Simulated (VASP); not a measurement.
Wanted: the native input for a VASP 6.6.1 run.

| Quantity | Value |
| --- | --- |
| Task | single point |
| Functional | PBE |
| Potentials or basis | VASP PAW PBE potentials, release 64 (Cu) |
| Cutoff | 520 eV |
| k mesh | 26 × 26 × 26 |
| Occupations | gaussian, width 0.1 eV |
| Spin | no spin polarisation |
| Dipole correction | no |
| Further INCAR settings | ALGO = Normal; EDIFF = 1e-06; NBANDS = 12 |

The structure of Cu lies in POSCAR:

```
Cu
1.0
    0.0000000000      1.7391296061      1.7391296061
    1.7391296061      0.0000000000      1.7391296061
    1.7391296061      1.7391296061      0.0000000000
Cu
1
Direct
    0.5000000000      0.5000000000      0.5000000000
```

These files were run (other wordings do the same):

INCAR

```
PREC = Accurate ; ENCUT = 520
EDIFF = 1E-6 ; ISMEAR = 0
SIGMA = 0.1 ; LREAL = F
LASPH = T ; NELM = 60
ALGO = Normal ; ISIF = 2
LWAVE = F ; LCHARG = F
GGA = PE ; NBANDS = 12
```

KPOINTS

```
Automatic mesh
0
Gamma
  26 26 26
```

Potentials or basis: VASP PAW PBE potentials, release 64 (Cu).

Run with:

```sh
$ cat potpaw_PBE.64/Cu/POTCAR > POTCAR
$ mpirun -np 1 vasp_std > vasp.out
```

It gave:

The pressure is 25.4 GPa and the band gap on the k mesh is zero (an odd number of electrons rules out a gap without spin polarisation).

Caveat: the cell stands under pressure.

Run time: 92 s on 1 thread of Intel Xeon 8259CL (shared host), peak memory 0.17 GiB.
